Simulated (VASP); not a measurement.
Runs of VASP 6.6.1 on CdS. The structure is that of space group F-43m (No. 216), or close to it. The cells are those of the table. 

| task | cell | gap on the mesh (eV) | pressure (GPa) |
| --- | --- | --- | --- |
| single point | a = 4.119 Å, angles 60.0°, 2 atoms | 1.02 | 0.4 |
| single point | a = 4.098 Å, angles 60.0°, 2 atoms | (b) | 1.4 |
| single point | a = 4.139 Å, angles 60.0°, 2 atoms | 0.99 | -0.5 |
| relaxation of volume and atoms at fixed shape | relaxed from a = 4.125 Å, angles 60.0°, 2 atoms | (a) | 0.1 |

Alike in all rows: level PBEsol; potentials or basis VASP PAW PBE potentials, release 64 (Cd, S); no spin polarisation; k mesh 7 × 7 × 7; cutoff (eV) 500; smearing gaussian 0.01 eV.

Fill in the values left out.

(a) 1.01; (b) 1.05.

Caveats: the PAW data sets were made with another functional, which shifts forces and pressure a little; the relaxation stopped at its first step, so nothing moved (at least some runs).

A k mesh can miss the band edges, and the runs leave out spin-orbit coupling on Cd.
